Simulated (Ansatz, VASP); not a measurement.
Two plane-wave programs on SnO

```
Sn O
1.0
     3.79860    0.00000    0.00000
     0.00000    3.79860    0.00000
     0.00000    0.00000    4.84080
Sn O
2 2
Direct
  0.50000 0.00000 0.23690
  0.00000 0.50000 0.76310
  0.00000 0.00000 0.00000
  0.50000 0.50000 0.00000
```

Alike in both runs: task single point; functional PBE; k mesh 6 × 6 × 4; occupations fermi-dirac, width 0.05 eV; no spin polarisation.

|  | VASP | Ansatz |
| --- | --- | --- |
| version | VASP 6.6.1 | Ansatz 0.2.0 |
| potentials or method | VASP PAW PBE potentials, release 64 (Sn_d, O), cutoff 520 eV | plane waves, PAW |
| valence electrons in the cell | 40 | 40 |

```csv
,VASP,Ansatz,Ansatz less VASP
pressure (GPa),5.0,4.7,-0.30
"traceless stress, the component that is largest in VASP (GPa)",-0.70,-0.70,-0.005
```

Ansatz's warnings: stress scf threshold loose.
